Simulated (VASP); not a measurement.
# Si2Ni (P-3m1) in VASP: single point with PBE

Aim: the single point of Si2Ni with PBE.

Everything below comes from runs of VASP 6.6.1. Logs are shortened: lines on timing, memory, paths and dates and some standing lists are left out, and cuts for length are marked.

## (1) The cell of the first run

The structure is trigonal, space group P-3m1 (No. 164). The conventional cell has a = 3.851 Å, b = 3.851 Å, c = 15.434 Å, α = 90.00°, β = 90.00°, γ = 120.00°. Si (site symmetry 3m) has 4 Ni at 2.36 Å and 6 Si at 2.72 Å within 3.1 Å. Within 3.1 Å of Si (site symmetry 3m) lie 3 Ni at 2.36 Å and 3 Si at 2.72 Å. Si (site symmetry 3m) has 4 Ni at 2.36 Å and 6 Si at 2.72 Å within 3.1 Å. Within 3.1 Å of Ni (site symmetry 3m) lie 7 Si at 2.36 Å. Ni (site symmetry -3m) has 8 Si at 2.36 Å within 3.1 Å.

## (2) Single point, PBE (the distance across one plane changed)

Contents of INCAR:

```
SYSTEM = Si2Ni
PREC = Accurate
ENCUT = 520
EDIFF = 1E-7
ISMEAR = 0
SIGMA = 0.15
LREAL = .FALSE.
LASPH = .TRUE.
NELM = 60
ALGO = Normal
ISIF = 2
LWAVE = .FALSE.
LCHARG = .TRUE.
GGA = PE
LELF = .TRUE.
LVHAR = .TRUE.
NBANDS = 37
```

Contents of KPOINTS:

```
Automatic mesh
0
G
  14 14 5
  0 0 0
```

Contents of POSCAR:

```
Si2Ni
1.0
    2.7234129136     -2.7234129136      0.0000000000
    2.7234129136      0.0000000000     -2.7234129136
    8.9109274424      8.9109274424      8.9109274424
Si Ni
6 3
Direct
    0.6666666667      0.6666666667      0.2546986895
    1.0000000000      0.0000000000      0.0509478879
    0.3333333333      0.3333333333      0.4584494911
    0.6666666667      0.6666666667      0.5603248918
    1.0000000000      1.0000000000      0.3565740903
    0.3333333333      0.3333333333      0.1528232887
    0.0000000000      0.0000000000      0.5093871915
    0.3333333333      0.3333333333      0.3056363899
    0.6666666667      0.6666666667      0.1018855883
```

Potentials or basis: VASP PAW PBE potentials, release 64 (Si, Ni).

Started as:

```
$ cat potpaw_PBE.64/Si/POTCAR potpaw_PBE.64/Ni/POTCAR > POTCAR
$ mpirun -np 1 vasp_std > vasp.out
```

OUTCAR:

```text
SYSTEM = Si2Ni
   PREC = Accurate
   ENCUT = 520
   EDIFF = 1E-7
   ISMEAR = 0
   LREAL = .FALSE.
   LASPH = .TRUE.
   NELM = 60
   ISIF = 2
   GGA = PE

 ion  position               nearest neighbor table
   1  0.667  0.667  0.255-   8 2.36   8 2.36   9 2.36   8 2.36   5 2.72   6 2.72   6 2.72   5 2.72
                             5 2.72   6 2.72
   2  0.000  0.000  0.051-   9 2.36   9 2.36   9 2.36   6 2.72   6 2.72   6 2.72
   3  0.333  0.333  0.458-   7 2.36   7 2.36   7 2.36   8 2.36   4 2.72   4 2.72   4 2.72   5 2.72
                             5 2.72   5 2.72
   4  0.667  0.667  0.560-   7 2.36   7 2.36   7 2.36   3 2.72   3 2.72   3 2.72
   5  0.000  0.000  0.357-   8 2.36   8 2.36   8 2.36   7 2.36   1 2.72   3 2.72   3 2.72   1 2.72
                             3 2.72   1 2.72
   6  0.333  0.333  0.153-   9 2.36   9 2.36   8 2.36   9 2.36   2 2.72   1 2.72   1 2.72   2 2.72
                             2 2.72   1 2.72
   7  0.000  0.000  0.509-   4 2.36   4 2.36   4 2.36   3 2.36   3 2.36   3 2.36   5 2.36
   8  0.333  0.333  0.306-   5 2.36   1 2.36   1 2.36   5 2.36   5 2.36   3 2.36   6 2.36   1 2.36

   9  0.667  0.667  0.102-   6 2.36   6 2.36   2 2.36   2 2.36   2 2.36   1 2.36   6 2.36

  LATTYP: Found a hexagonal cell.
 ALAT       =     3.8514874784
 C/A-ratio  =     4.0073294174

  Lattice vectors:

 A1 = (  -2.7234129136,   0.0000000000,   2.7234129136)
 A2 = (   2.7234129136,  -2.7234129136,   0.0000000000)
 A3 = (   8.9109274424,   8.9109274424,   8.9109274424)

Analysis of symmetry for initial positions (statically):
=====================================================================
 Subroutine PRICEL returns:
 Original cell was already a primitive cell.

 Routine SETGRP: Setting up the symmetry group for a
 hexagonal supercell.

 Subroutine GETGRP returns: Found 12 space group operations
 (whereof  6 operations were pure point group operations)
 out of a pool of 24 trial point group operations.

The static configuration has the point symmetry C_3v.
 The point group associated with its full space group is D_3d.

Analysis of symmetry for dynamics (positions and initial velocities):
=====================================================================
 Subroutine PRICEL returns:
 Original cell was already a primitive cell.

 Routine SETGRP: Setting up the symmetry group for a
 hexagonal supercell.

 Subroutine GETGRP returns: Found 12 space group operations
 (whereof  6 operations were pure point group operations)
 out of a pool of 24 trial point group operations.

The dynamic configuration has the point symmetry C_3v.
 The point group associated with its full space group is D_3d.

 Subroutine INISYM returns: Found 12 space group operations
 (whereof  6 operations are pure point group operations),
 and found     1 'primitive' translations

----------------------------------------------------------------------------------------

                                     Primitive cell

  volume of cell :     198.2765

  direct lattice vectors                    reciprocal lattice vectors
     2.723412914 -2.723412914  0.000000000     0.122395444 -0.244790888  0.122395444
     2.723412914  0.000000000 -2.723412914     0.122395444  0.122395444 -0.244790888
     8.910927442  8.910927442  8.910927442     0.037407255  0.037407255  0.037407255

  length of vectors
     3.851487478  3.851487478 15.434179073     0.299806385  0.299806385  0.064791266

  position of ions in fractional coordinates (direct lattice)
     0.666666667  0.666666667  0.254698690
     0.000000000  0.000000000  0.050947888
     0.333333333  0.333333333  0.458449491
     0.666666667  0.666666667  0.560324892
     0.000000000  0.000000000  0.356574090
     0.333333333  0.333333333  0.152823289
     0.000000000  0.000000000  0.509387191
     0.333333333  0.333333333  0.305636390
     0.666666667  0.666666667  0.101885588

  ion indices of the primitive-cell ions
   primitive index   ion index
                 1           1
                 2           2
                 3           3
                 4           4
                 5           5
                 6           6
                 7           7
                 8           8
                 9           9

----------------------------------------------------------------------------------------

 KPOINTS: Automatic mesh

Automatic generation of k-mesh.
 Grid dimensions read from file:
 generate k-points for:   14   14    5

 Generating k-lattice:

  Cartesian coordinates                     Fractional coordinates (reciprocal lattice)
     0.008742532 -0.017485063  0.008742532     0.071428571  0.000000000  0.000000000
     0.008742532  0.008742532 -0.017485063     0.000000000  0.071428571  0.000000000
     0.007481451  0.007481451  0.007481451     0.000000000  0.000000000  0.200000000

  Length of vectors
     0.021414742  0.021414742  0.012958253

  Shift w.r.t. Gamma in fractional coordinates (k-lattice)
     0.000000000  0.000000000  0.000000000

 Subroutine IBZKPT returns following result:
 ===========================================

 Found    104 irreducible k-points:

 Following reciprocal coordinates:
            Coordinates               Weight
  0.000000  0.000000  0.000000      1.000000
  0.071429  0.000000  0.000000      6.000000
  0.142857  0.000000  0.000000      6.000000
  0.214286  0.000000  0.000000      6.000000
  0.285714  0.000000  0.000000      6.000000
  0.357143  0.000000  0.000000      6.000000
[... 16 lines left out ...]
 -0.428571  0.285714  0.000000      6.000000
 -0.357143  0.285714  0.000000      6.000000
 [... further k-points ...]
   k-points           NKPTS =    104   k-points in BZ     NKDIM =    104   number of bands    NBANDS=     37
   number of dos      NEDOS =    301   number of ions     NIONS =      9
   total plane-waves  NPLWV = 108000
   dimension x,y,z NGX =    30 NGY =   30 NGZ =  120
   dimension x,y,z NGXF=    60 NGYF=   60 NGZF=  240
   ions per type =               6   3
   NGX,Y,Z   is equivalent  to a cutoff of  12.95, 12.95, 12.93 a.u.
   NGXF,Y,Z  is equivalent  to a cutoff of  25.90, 25.90, 25.85 a.u.
 SYSTEM =  Si2Ni
   PREC   = accura    normal or accurate (medium, high low for compatibility)
   ISTART =      0    job   : 0-new  1-cont  2-samecut
   ICHARG =      2    charge: 1-file 2-atom 10-const
   ISPIN  =      1    spin polarized calculation?
   LNONCOLLINEAR =      F non collinear calculations
   LSORBIT =      F    spin-orbit coupling
   LASPH  =      T    aspherical Exc in radial PAW
   ENCUT  =  520.0 eV  38.22 Ry    6.18 a.u.   7.16  7.16 28.70*2*pi/ulx,y,z
   NELM   =     60;   NELMIN=  2; NELMDL= -5     # of ELM steps
   EDIFF  = 0.1E-06   stopping-criterion for ELM
   LREAL  =      F    real-space projection
   EDIFFG = 0.1E-05   stopping-criterion for IOM
   NSW    =      0    number of steps for IOM
   IBRION =     -1    ionic relax: 0-MD 1-quasi-New 2-CG
   NFREE  =      0    steps in history (QN), initial steepest desc. (CG)
   ISIF   =      2    stress and relaxation
   ISYM   =      2    0-nonsym 1-usesym 2-fastsym
   POTIM  = 0.5000    time-step for ionic-motion
   TEBEG  =    0.0;   TEEND  =   0.0 temperature during run
   PSTRESS=    0.0 pullay stress
   NELECT =      54.0000    total number of electrons
   NUPDOWN=      -1.0000    fix difference up-down
   EMIN   =  10.00;   EMAX   =-10.00  energy-range for DOS
   EFERMI =   0.00;   METHOD = LEGACY
   ISMEAR =     0;   SIGMA  =   0.15  broadening in eV -4-tet -1-fermi 0-gaus
   EFERMI_NEDOS =   21; number of points for ismear=-14 and -15
   IALGO  =     38    algorithm
   IMIX   =      4    mixing-type and parameters
     AMIX     =   0.40;   BMIX     =  1.00
     AMIX_MAG =   1.60;   BMIX_MAG =  1.00
  volume/ion in A,a.u.               =      22.03       148.67
  Fermi-wavevector in a.u.,A,eV,Ry     =   1.061164  2.005309 15.321090  1.126068
  Thomas-Fermi vector in A             =   2.196570
   LORBIT       =      0    0 simple, 1 ext, 2 COOP (PROOUT), +10 PAW based schemes
   GGA     = PE    functional components
   LHFCALC =     F    Hartree Fock is set to
   AEXX    =    0.0000 exact exchange contribution
   IVDW    =     0    specifies the selected vdW correction
   LEPSILON=     F    determine dielectric tensor
   LRPA    =     F    only Hartree local field effects (RPA)
 non-spin polarized calculation
 Gauss-broadening in eV      SIGMA  =   0.15
  energy-cutoff  :      520.00
  volume of cell :      198.28
 maximum number of plane-waves:      5379
 NGX is ok and might be reduce to    30
   NGX = 15   NGY = 15   NGZ = 57

 number of electron      53.9999970 magnetization

 Free energy of the ion-electron system (eV)
  ---------------------------------------------------
  ext. energy  EPLUGINS =         0.00000000
  ---------------------------------------------------
  free energy    TOTEN  =       -50.40953802 eV

  energy without entropy =      -50.36215992  energy(sigma->0) =      -50.38584897

 E-fermi :   4.3136     XC(G=0):  -8.1223

 val. band max:        4.3058449715   @ k =   0.3571   0.0000   0.0000
 cond. band min:       4.3435873930   @ k =   0.2857   0.2857   0.4000
 fundamental gap:      0.0377424215
 Fermi energy:         4.3136437207

 k-point     1 :       0.0000    0.0000    0.0000
  band No.  band energies     occupation
      1      -8.8568      2.00000
      2      -7.6908      2.00000
      3      -6.3071      2.00000
      4      -3.9772      2.00000
      5      -2.0210      2.00000
      6      -0.5770      2.00000
[... 29 lines left out ...]
     36       7.3442      0.00000
     37       7.3442      0.00000

 k-point     2 :       0.0714    0.0000    0.0000
  band No.  band energies     occupation
      1      -8.7911      2.00000
      2      -7.6268      2.00000
      3      -6.2425      2.00000
      4      -3.9368      2.00000
      5      -2.0164      2.00000
      6      -0.7322      2.00000
[... 872 lines left out ...]
 k-point    24 :      -0.3571    0.2857    0.0000
  band No.  band energies     occupation
      1      -5.2260      2.00000
      2      -5.1409      2.00000
      3      -4.5502      2.00000
      4      -4.4384      2.00000
      5      -3.6980      2.00000
      6      -3.5097      2.00000
[... 29 lines left out ...]
     36       9.1058      0.00000
     37       9.4621      0.00000

 [... further k-points ...]

------------------------ aborting loop because EDIFF is reached ----------------------------------------

  FORCE on cell =-STRESS in cart. coord.  units (eV):
  Direction    XX          YY          ZZ          XY          YZ          ZX
  --------------------------------------------------------------------------------------
  -------------------------------------------------------------------------------------
  Total       -3.4883174     -3.4883174     -3.4883174      0.4384682      0.4384682      0.4384682
  in kB      -28.1874267    -28.1874267    -28.1874267      3.5430521      3.5430521      3.5430521
  external PRESSURE =     -28.1874267 kB  Pullay stress =       0.0000000 kB

 VOLUME and BASIS-vectors are now :
 -----------------------------------------------------------------------------
  energy-cutoff  :      520.00
  volume of cell :      198.28
      direct lattice vectors                 reciprocal lattice vectors
     2.723412914 -2.723412914  0.000000000     0.122395444 -0.244790888  0.122395444
     2.723412914  0.000000000 -2.723412914     0.122395444  0.122395444 -0.244790888
     8.910927442  8.910927442  8.910927442     0.037407255  0.037407255  0.037407255

 POSITION                                       TOTAL-FORCE (eV/Angst)
 -----------------------------------------------------------------------------------
      5.90082      0.45399      0.45399        -0.202145     -0.202145     -0.202145
      0.45399      0.45399      0.45399         0.357909      0.357909      0.357909
      5.90082      3.17741      3.17741         0.326346      0.326346      0.326346
      8.62423      3.17741      3.17741        -0.357909     -0.357909     -0.357909
      3.17741      3.17741      3.17741         0.202145      0.202145      0.202145
      3.17741      0.45399      0.45399        -0.326346     -0.326346     -0.326346
      4.53911      4.53911      4.53911        -0.085672     -0.085672     -0.085672
      4.53911      1.81570      1.81570         0.000000     -0.000000     -0.000000
      4.53911     -0.90771     -0.90771         0.085672      0.085672      0.085672
 -----------------------------------------------------------------------------------
    total drift:                                0.000117      0.000117      0.000117

  FREE ENERGIE OF THE ION-ELECTRON SYSTEM (eV)
  ---------------------------------------------------
  free  energy   TOTEN  =       -50.4095380250 eV

  energy  without entropy=      -50.3621599156  energy(sigma->0) =      -50.38584897
```

Wall time 29 min (1 thread of Intel Xeon 8259CL, shared host); peak memory 0.71 GiB.

Results:

```
Free energy            : -50.4095 eV
Pressure               : -2.8 GPa
Largest force          : 0.620 eV/Å
Band gap on the k mesh : zero (bands 27 and 28 overlap by 1.57 eV)
```

Forces on the atoms (eV/Å):
```
Si  -0.202 -0.202 -0.202
Si   0.358  0.358  0.358
Si   0.326  0.326  0.326
Si  -0.358 -0.358 -0.358
Si   0.202  0.202  0.202
Si  -0.326 -0.326 -0.326
Ni  -0.086 -0.086 -0.086
Ni   0.000  0.000  0.000
Ni   0.086  0.086  0.086
```

Stress tensor (GPa, compression positive):
```
-2.82  0.35  0.35
 0.35 -2.82  0.35
 0.35  0.35 -2.82
```

Caveat: the cell differs from its parent crystal (the distance across one plane changed). Spin polarisation is off, so any magnetic state and its effect on volume and gap are missing.

The gap in the log of VASP goes by the Fermi energy; the results here count the filled bands.